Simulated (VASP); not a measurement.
# WS2 (P1) in VASP: single point with LDA

Aim: the single point of WS2 with LDA.

Program: VASP 6.6.1. These are calculated values, not measurements. Logs are shortened: lines on timing, memory, paths and dates and some standing lists are left out, and cuts for length are marked.

**1. The cell of the first run**

The typed cell holds 6 atoms: a = 3.292 Å, b = 3.235 Å, c = 12.663 Å, α = 90.25°, β = 93.23°, γ = 120.56°.

**2. Single point, LDA (atoms moved at random and the cell strained at random)**

Contents of INCAR:

```
SYSTEM = WS2
PREC = Accurate
ENCUT = 520
EDIFF = 1E-7
ISMEAR = 0
SIGMA = 0.05
LREAL = .False.
LASPH = .True.
NELM = 60
ALGO = Normal
ISIF = 2
LWAVE = .False.
LCHARG = .True.
LELF = .True.
LVHAR = .True.
NBANDS = 35
```

Contents of KPOINTS:

```
Automatic mesh
0
Gamma
  12 12 4
  0 0 0
```

Contents of POSCAR:

```
WS2
1.0
    3.2911491100     -0.0002181458     -0.0917872788
   -1.6457634748      2.7855091217     -0.0077252718
   -0.3607990904     -0.2433718250     12.6557621287
W S
2 4
Direct
    0.3510144747      0.6465652230      0.2398750822
    0.6683747203      0.3457982847      0.7630891575
    0.4006092407      0.6932588890      0.6156424039
    0.6015600611      0.2709067643      0.1202068611
    0.3062501853      0.6760278152      0.8796884384
    0.6721913179      0.3674430238      0.3814980569
```

Potentials or basis: VASP PAW LDA potentials, release 64 (W_sv, S).

Command:

```sh
$ cat potpaw_LDA.64/W_sv/POTCAR potpaw_LDA.64/S/POTCAR > POTCAR
$ mpirun -np 1 vasp_std > vasp.out
```

OUTCAR:

```text
SYSTEM = WS2
   PREC = Accurate
   ENCUT = 520
   EDIFF = 1E-7
   ISMEAR = 0
   LREAL = .False.
   LASPH = .True.
   NELM = 60
   ISIF = 2

 ion  position               nearest neighbor table
   1  0.351  0.647  0.240-   4 2.35   4 2.37   6 2.43   4 2.52   6 2.65   6 2.73
   2  0.668  0.346  0.763-   5 2.26   5 2.43   5 2.49   3 2.52   3 2.57   3 2.89
   3  0.401  0.693  0.616-   2 2.52   2 2.57   2 2.89
   4  0.602  0.271  0.120-   1 2.35   1 2.37   1 2.52
   5  0.306  0.676  0.880-   2 2.26   2 2.43   2 2.49
   6  0.672  0.367  0.381-   1 2.43   1 2.65   1 2.73

  LATTYP: Found a triclinic cell.
 ALAT       =     3.2365170256
 B/A-ratio  =     0.9996474670
 C/A-ratio  =     3.9126143338
 COS(alpha) =     0.0044396414
 COS(beta)  =     0.0617527005
 COS(gamma) =     0.4823930788

  Lattice vectors:

 A1 = (  -1.6453856352,  -2.7852909759,   0.0995125506)
 A2 = (   1.6457634748,  -2.7855091217,   0.0077252718)
 A3 = (  -0.3607990904,  -0.2433718250,  12.6557621287)

Analysis of symmetry for initial positions (statically):
=====================================================================
 Subroutine PRICEL returns:
 Original cell was already a primitive cell.

 Routine SETGRP: Setting up the symmetry group for a
 triclinic supercell.

 Subroutine GETGRP returns: Found  1 space group operations
 (whereof  1 operations were pure point group operations)
 out of a pool of  2 trial point group operations.

The static configuration has the point symmetry C_1 .

Analysis of symmetry for dynamics (positions and initial velocities):
=====================================================================
 Subroutine PRICEL returns:
 Original cell was already a primitive cell.

 Routine SETGRP: Setting up the symmetry group for a
 triclinic supercell.

 Subroutine GETGRP returns: Found  1 space group operations
 (whereof  1 operations were pure point group operations)
 out of a pool of  2 trial point group operations.

The dynamic configuration has the point symmetry C_1 .

 Subroutine INISYM returns: Found  1 space group operations
 (whereof  1 operations are pure point group operations),
 and found     1 'primitive' translations

----------------------------------------------------------------------------------------

                                     Primitive cell

  volume of cell :     115.8823

  direct lattice vectors                    reciprocal lattice vectors
     3.291149110 -0.000218146 -0.091787279     0.304195426  0.179761544  0.012129047
    -1.645763475  2.785509122 -0.007725272     0.000216593  0.359147940  0.006912633
    -0.360799090 -0.243371825 12.655762129     0.002206342  0.001522969  0.079107578

  length of vectors
     3.292428802  3.235376046 12.663242906     0.353547994  0.359214524  0.079152993

  position of ions in fractional coordinates (direct lattice)
     0.351014475  0.646565223  0.239875082
     0.668374720  0.345798285  0.763089157
     0.400609241  0.693258889  0.615642404
     0.601560061  0.270906764  0.120206861
     0.306250185  0.676027815  0.879688438
     0.672191318  0.367443024  0.381498057

  ion indices of the primitive-cell ions
   primitive index   ion index
                 1           1
                 2           2
                 3           3
                 4           4
                 5           5
                 6           6

----------------------------------------------------------------------------------------

 KPOINTS: Automatic mesh

Automatic generation of k-mesh.
 Grid dimensions read from file:
 generate k-points for:   12   12    4

 Generating k-lattice:

  Cartesian coordinates                     Fractional coordinates (reciprocal lattice)
     0.025349619  0.014980129  0.001010754     0.083333333  0.000000000  0.000000000
     0.000018049  0.029928995  0.000576053     0.000000000  0.083333333 -0.000000000
     0.000551586  0.000380742  0.019776895    -0.000000000  0.000000000  0.250000000

  Length of vectors
     0.029462333  0.029934544  0.019788248

  Shift w.r.t. Gamma in fractional coordinates (k-lattice)
     0.000000000  0.000000000  0.000000000

 Subroutine IBZKPT returns following result:
 ===========================================

 Found    292 irreducible k-points:

 Following reciprocal coordinates:
            Coordinates               Weight
  0.000000  0.000000  0.000000      1.000000
  0.083333 -0.000000  0.000000      2.000000
  0.166667 -0.000000 -0.000000      2.000000
  0.250000  0.000000 -0.000000      2.000000
  0.333333  0.000000 -0.000000      2.000000
  0.416667 -0.000000  0.000000      2.000000
[... 16 lines left out ...]
  0.250000  0.166667  0.000000      2.000000
  0.333333  0.166667 -0.000000      2.000000
 [... further k-points ...]
   k-points           NKPTS =    292   k-points in BZ     NKDIM =    292   number of bands    NBANDS=     35
   number of dos      NEDOS =    301   number of ions     NIONS =      6
   total plane-waves  NPLWV =  55296
   dimension x,y,z NGX =    24 NGY =   24 NGZ =   96
   dimension x,y,z NGXF=    48 NGYF=   48 NGZF=  192
   ions per type =               2   4
   NGX,Y,Z   is equivalent  to a cutoff of  12.12, 12.33, 12.60 a.u.
   NGXF,Y,Z  is equivalent  to a cutoff of  24.24, 24.66, 25.21 a.u.
 SYSTEM =  WS2
   PREC   = accura    normal or accurate (medium, high low for compatibility)
   ISTART =      0    job   : 0-new  1-cont  2-samecut
   ICHARG =      2    charge: 1-file 2-atom 10-const
   ISPIN  =      1    spin polarized calculation?
   LNONCOLLINEAR =      F non collinear calculations
   LSORBIT =      F    spin-orbit coupling
   LASPH  =      T    aspherical Exc in radial PAW
   ENCUT  =  520.0 eV  38.22 Ry    6.18 a.u.   6.12  6.02 23.55*2*pi/ulx,y,z
   NELM   =     60;   NELMIN=  2; NELMDL= -5     # of ELM steps
   EDIFF  = 0.1E-06   stopping-criterion for ELM
   LREAL  =      F    real-space projection
   EDIFFG = 0.1E-05   stopping-criterion for IOM
   NSW    =      0    number of steps for IOM
   IBRION =     -1    ionic relax: 0-MD 1-quasi-New 2-CG
   NFREE  =      0    steps in history (QN), initial steepest desc. (CG)
   ISIF   =      2    stress and relaxation
   ISYM   =      2    0-nonsym 1-usesym 2-fastsym
   POTIM  = 0.5000    time-step for ionic-motion
   TEBEG  =    0.0;   TEEND  =   0.0 temperature during run
   PSTRESS=    0.0 pullay stress
   NELECT =      52.0000    total number of electrons
   NUPDOWN=      -1.0000    fix difference up-down
   EMIN   =  10.00;   EMAX   =-10.00  energy-range for DOS
   EFERMI =   0.00;   METHOD = LEGACY
   ISMEAR =     0;   SIGMA  =   0.05  broadening in eV -4-tet -1-fermi 0-gaus
   EFERMI_NEDOS =   21; number of points for ismear=-14 and -15
   IALGO  =     38    algorithm
   IMIX   =      4    mixing-type and parameters
     AMIX     =   0.40;   BMIX     =  1.00
     AMIX_MAG =   1.60;   BMIX_MAG =  1.00
  volume/ion in A,a.u.               =      19.31       130.34
  Fermi-wavevector in a.u.,A,eV,Ry     =   1.253344  2.368477 21.372998  1.570871
  Thomas-Fermi vector in A             =   2.387201
   LORBIT       =      0    0 simple, 1 ext, 2 COOP (PROOUT), +10 PAW based schemes
   GGA     = CA    functional components
   LHFCALC =     F    Hartree Fock is set to
   AEXX    =    0.0000 exact exchange contribution
   IVDW    =     0    specifies the selected vdW correction
   LEPSILON=     F    determine dielectric tensor
   LRPA    =     F    only Hartree local field effects (RPA)
 non-spin polarized calculation
 Gauss-broadening in eV      SIGMA  =   0.05
  energy-cutoff  :      520.00
  volume of cell :      115.88
 maximum number of plane-waves:      3157
   NGX = 13   NGY = 13   NGZ = 47

 number of electron      52.0000001 magnetization

 Free energy of the ion-electron system (eV)
  ---------------------------------------------------
  ext. energy  EPLUGINS =         0.00000000
  ---------------------------------------------------
  free energy    TOTEN  =       -50.28317331 eV

  energy without entropy =      -50.28317329  energy(sigma->0) =      -50.28317330

 E-fermi :   6.5947     XC(G=0): -10.8880

 val. band max:        6.4419779865   @ k =   0.0000   0.0000   0.0000
 cond. band min:       6.7488998338   @ k =   0.1667   0.1667  -0.0000
 fundamental gap:      0.3069218472
 Fermi energy:         6.5947191887

 k-point     1 :       0.0000    0.0000    0.0000
  band No.  band energies     occupation
      1     -68.0448      2.00000
      2     -68.0388      2.00000
      3     -32.4943      2.00000
      4     -32.4914      2.00000
      5     -32.4090      2.00000
      6     -32.3584      2.00000
[... 27 lines left out ...]
     34       9.2832      0.00000
     35      10.6234      0.00000

 k-point     2 :       0.0833   -0.0000    0.0000
  band No.  band energies     occupation
      1     -68.0440      2.00000
      2     -68.0380      2.00000
      3     -32.4925      2.00000
      4     -32.4887      2.00000
      5     -32.4246      2.00000
      6     -32.3709      2.00000
[... 27 lines left out ...]
     34       9.3547      0.00000
     35      11.0289      0.00000

 k-point     3 :       0.1667   -0.0000   -0.0000
  band No.  band energies     occupation
      1     -68.0418      2.00000
      2     -68.0359      2.00000
      3     -32.4945      2.00000
      4     -32.4818      2.00000
      5     -32.4609      2.00000
      6     -32.4128      2.00000
[... 27 lines left out ...]
     34       9.5776      0.00000
     35      11.8158      0.00000
[... 723 lines left out ...]
 k-point    23 :       0.2500    0.1667    0.0000
  band No.  band energies     occupation
      1     -68.0344      2.00000
      2     -68.0286      2.00000
      3     -32.5993      2.00000
      4     -32.5377      2.00000
      5     -32.4568      2.00000
      6     -32.4538      2.00000
[... 27 lines left out ...]
     34       9.8947      0.00000
     35      12.1021      0.00000

 k-point    24 :       0.3333    0.1667   -0.0000
  band No.  band energies     occupation
      1     -68.0327      2.00000
      2     -68.0269      2.00000
      3     -32.6326      2.00000
      4     -32.5664      2.00000
      5     -32.4540      2.00000
      6     -32.4480      2.00000
[... 27 lines left out ...]
     34       9.7128      0.00000
     35      11.2718      0.00000

 [... further k-points ...]

------------------------ aborting loop because EDIFF is reached ----------------------------------------

  FORCE on cell =-STRESS in cart. coord.  units (eV):
  Direction    XX          YY          ZZ          XY          YZ          ZX
  --------------------------------------------------------------------------------------
  -------------------------------------------------------------------------------------
  Total      -10.3672427     -8.7421397    -12.2148135      1.3212847     -0.1322784      5.2888283
  in kB     -143.3365020   -120.8679834   -168.8808388     18.2679549     -1.8288682     73.1228318
  external PRESSURE =    -144.3617747 kB  Pullay stress =       0.0000000 kB

 VOLUME and BASIS-vectors are now :
 -----------------------------------------------------------------------------
  energy-cutoff  :      520.00
  volume of cell :      115.88
      direct lattice vectors                 reciprocal lattice vectors
     3.291149110 -0.000218146 -0.091787279     0.304195426  0.179761544  0.012129047
    -1.645763475  2.785509122 -0.007725272     0.000216593  0.359147940  0.006912633
    -0.360799090 -0.243371825 12.655762129     0.002206342  0.001522969  0.079107578

 POSITION                                       TOTAL-FORCE (eV/Angst)
 -----------------------------------------------------------------------------------
      0.00460      1.74256      2.99859        -2.162330     -0.213386      2.971081
      1.35530      0.77736      9.59346        -0.979080     -0.602614     -3.993323
     -0.04460      1.78116      7.74930        -0.885574     -0.187378      3.430711
      1.49060      0.72523      1.46400         1.021452      0.742246      0.121845
     -0.42206      1.66892     11.09980         1.882029      0.764363      0.483950
      1.46991      0.93052      4.76361         1.123502     -0.503230     -3.014265
 -----------------------------------------------------------------------------------
    total drift:                                0.000002     -0.000033     -0.000167

  FREE ENERGIE OF THE ION-ELECTRON SYSTEM (eV)
  ---------------------------------------------------
  free  energy   TOTEN  =       -50.2831733085 eV

  energy  without entropy=      -50.2831732939  energy(sigma->0) =      -50.28317330
```

Run time: 20 min. Hardware: 1 thread of Oxide Virtual Turin-like, shared host; peak memory 0.83 GiB.

What came out:

```
Free energy            : -50.2832 eV
Pressure               : -14.4 GPa
Largest force          : 4.156 eV/Å
Band gap on the k mesh : 0.31 eV (least direct gap 0.81 eV)
```

Forces on the atoms (eV/Å):
```
W   -2.162 -0.213  2.971
W   -0.979 -0.603 -3.993
S   -0.886 -0.187  3.431
S    1.021  0.742  0.122
S    1.882  0.764  0.484
S    1.124 -0.503 -3.014
```

Stress tensor (GPa, compression positive):
```
-14.33   1.83   7.31
  1.83 -12.09  -0.18
  7.31  -0.18 -16.89
```

Caveat: the cell differs from its parent crystal (atoms moved at random and the cell strained at random); the cell stands under tension; spin-orbit coupling is left out, which moves the levels of the heavy elements; forces of over 1 eV/Å act on the atoms, so gaps and moduli don't describe the material at rest. A k mesh can miss the band edges.
